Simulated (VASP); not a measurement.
SnTe (rock salt type): single point with HSE06

SnTe (rock salt type):

```xyz
2
Lattice="0.0000 3.1507 3.1507 3.1507 0.0000 3.1507 3.1507 3.1507 0.0000" Properties=species:S:1:pos:R:3 pbc="T T T"
Sn    0.0000    0.0000    0.0000
Te    3.1507    3.1507    3.1507
```

```json
{
 "Program": "VASP 6.6.1",
 "Task": "single point",
 "Functional": "HSE06",
 "Potentials or basis": "VASP PAW PBE potentials, release 64 (Sn_d, Te)",
 "Cutoff": "400 eV",
 "k mesh": "4 × 4 × 4",
 "Occupations": "fermi-dirac, width 0.05 eV",
 "Spin": "no spin polarisation",
 "Dipole correction": "no",
 "Grid for exact exchange (PRECFOCK)": "Normal",
 "Further INCAR settings": "ALGO = Normal; EDIFF = 1e-06; NBANDS = 17",
 "Share of exact exchange": "0.25",
 "Screening parameter": "0.2079 1/Å"
}
```

```yaml
Pressure: 0.6 GPa
Band_gap_on_the_k_mesh: 0.01 eV
```

Levels at points of the mesh, in eV from the valence-band top:
```
           k point  band 6  band 7  band 8  band 9  band 10  band 11  band 12  band 13  band 14  band 15
(0.00, 0.00, 0.00)  -14.40   -5.21   -2.67   -2.67    -2.67     3.76     3.76     3.76     5.03     5.03
(0.50, 0.00, 0.00)  -12.95   -9.48   -2.33   -2.33     0.00     0.01     0.42     0.42     8.27     9.30
(0.50, 0.50, 0.00)  -12.60   -7.27   -6.50   -4.44    -4.44     2.28     5.47     5.47     7.05     9.52
```

Wall time 10 min on 1 thread of Intel Xeon 8259CL, on a shared host, peak memory 0.25 GiB.

Caveat: the k points lie up to 0.43 Å⁻¹ apart; the PAW data sets were made with another functional, which shifts forces and pressure a little; spin-orbit coupling is left out, which moves the levels of the heavy elements. A k mesh can miss the band edges.
